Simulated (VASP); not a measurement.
Set up this calculation in VASP 6.6.1, as the native input.

| Property | Result |
| --- | --- |
| Task | relaxation of cell and atoms |
| Functional | PBEsol |
| Potentials or basis | VASP PAW PBE potentials, release 64 (Ti_sv, Pt) |
| Cutoff | 600 eV |
| k mesh | 12 × 12 × 12 |
| Occupations | gaussian, width 0.1 eV |
| Spin | no spin polarisation |
| Target pressure | 3 GPa |
| Dipole correction | no |
| Further INCAR settings | ALGO = Fast; EDIFF = 1e-07; IBRION = 2; EDIFFG = -0.008; NSW = 70; ISIF = 3 |

The structure of TiPt3 lies in POSCAR:

```
TiPt3
1.0
    3.8626994918      0.0000000000      0.0000000000
    0.0000000000      3.8626994918      0.0000000000
    0.0000000000      0.0000000000      3.8626994918
Ti Pt
1 3
Direct
    0.0000000000      0.0000000000      0.0000000000
    0.0000000000      0.5000000000      0.5000000000
    0.5000000000      0.0000000000      0.5000000000
    0.5000000000      0.5000000000      0.0000000000
```

The input as run:

INCAR

```
ALGO = Fast ; EDIFF = 1E-7
EDIFFG = -0.008 ; ENCUT = 600
GGA = PS ; IBRION = 2
ISIF = 3 ; ISMEAR = 0
LASPH = T ; LCHARG = F
LREAL = F ; LWAVE = F
NELM = 60 ; NSW = 70
PREC = Accurate ; PSTRESS = 30.0
SIGMA = 0.1
```

KPOINTS

```
k-points
0
Gamma
  12 12 12
```

Potentials or basis: VASP PAW PBE potentials, release 64 (Ti_sv, Pt).

The run is started by

```console
$ cat potpaw_PBE.64/Ti_sv/POTCAR potpaw_PBE.64/Pt/POTCAR > POTCAR
$ mpirun -np 1 vasp_std > vasp.out
```

It gave:

```
Relaxed volume                                             : 14.65 Å³/atom
Relaxed cell                                               : a = 3.885 Å, b = 3.885 Å, c = 3.885 Å, α = 90.00°, β = 90.00°, γ = 90.00°
Space group after relaxing (to 0.1 Å)                      : Pm-3m (No. 221)
Energy change on relaxing (the run minimises the enthalpy) : -8.2 meV/atom
Ionic steps                                                : 3
Pressure after relaxing                                    : 2.9 GPa
Band gap on the k mesh                                     : zero (bands 21 and 22 overlap by 1.87 eV)
```

Caveat: the cell is relaxed towards a set pressure, so the run minimises the enthalpy, not the energy; the PAW data sets were made with another functional, which shifts forces and pressure a little; spin-orbit coupling is left out, which moves the levels of the heavy elements.

Wall time 5.3 min on 1 thread of Intel(R) Xeon(R) 6975P-C (Granite Rapids) (shared host), peak memory 0.29 GiB.
